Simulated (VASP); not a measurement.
Input of a VASP 6.6.1 run:

Contents of INCAR:

```
SYSTEM = Sb
ALGO = Normal
EDIFF = 1E-6
ENCUT = 520
GGA = PS
ISIF = 2
ISMEAR = -1
LASPH = .True.
LCHARG = .False.
LREAL = .False.
LWAVE = .False.
NBANDS = 8
NELM = 100
PREC = Accurate
SIGMA = 0.05
```

File KPOINTS:

```
k-points
0
Gamma
  8 8 8
  0 0 0
```

The input POSCAR:

```
Sb
1.0
    2.9994576242      0.0000000000      0.0000000000
    0.0000000000      2.9994576242      0.0000000000
    0.0000000000      0.0000000000      2.9994576242
Sb
1
Direct
    0.0000000000      0.0000000000      0.0000000000
```

Potentials or basis: VASP PAW PBE potentials, release 64 (Sb).

Run with:

```sh
$ cat potpaw_PBE.64/Sb/POTCAR > POTCAR
$ mpirun -np 1 vasp_std > vasp.out
```

Task: Estimate the pressure.

Result: 5.2 GPa.

Caveat: the PAW data sets were made with another functional, which shifts forces and pressure a little.
